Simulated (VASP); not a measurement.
**AlP: single point with PBE**

System: AlP, a slab with vacuum.

```
Al P
1.0
     3.89390    0.00000    0.00000
     0.00000    5.50680    0.00000
     0.00000    0.00000   24.73474
Al P
6 6
Direct
  0.50000 0.44263 0.32181
  0.00000 0.01892 0.37802
  0.50000 0.51569 0.46210
  0.00000 0.01569 0.53790
  0.50000 0.51892 0.62198
  0.00000 0.94263 0.67819
  0.00000 0.24106 0.29568
  0.50000 0.76850 0.38281
  0.00000 0.26320 0.45911
  0.50000 0.76320 0.54090
  0.00000 0.26850 0.61719
  0.50000 0.74106 0.70432
```

```
Program             : VASP 6.6.1
Task                : single point
Functional          : PBE
Potentials or basis : VASP PAW PBE potentials, release 64 (Al, P)
Cutoff              : 520 eV
k mesh              : 7 × 5 × 1
Occupations         : gaussian, width 0.05 eV
Spin                : no spin polarisation
```

```yaml
Largest_force: 0.011 eV/Å
Band_gap_on_the_k_mesh: 1.32 eV (least direct gap 1.73 eV)
```

Forces in eV/Å, atoms in the order of the input:
```
Al   0.000 -0.002  0.006
Al   0.000 -0.001  0.000
Al   0.000  0.003 -0.003
Al   0.000  0.003  0.003
Al   0.000 -0.001  0.000
Al   0.000 -0.002 -0.006
P    0.000  0.005  0.010
P    0.000 -0.003 -0.001
P    0.000 -0.002  0.002
P    0.000 -0.002 -0.002
P    0.000 -0.003  0.001
P    0.000  0.005 -0.010
```

Levels at points of the mesh, in eV from the valence-band top:
```tsv
k point	band 21	band 22	band 23	band 24	band 25	band 26	band 27	band 28
(0.00, 0.00, 0.00)	-0.25	-0.17	-0.17	0.00	1.80	2.25	2.70	2.76
```

Wall time 7.5 min on 1 thread of Intel(R) Xeon(R) Platinum 8259CL CPU @ 2.50GHz (Skylake/Cascade Lake), on a shared host, peak memory 0.61 GiB.
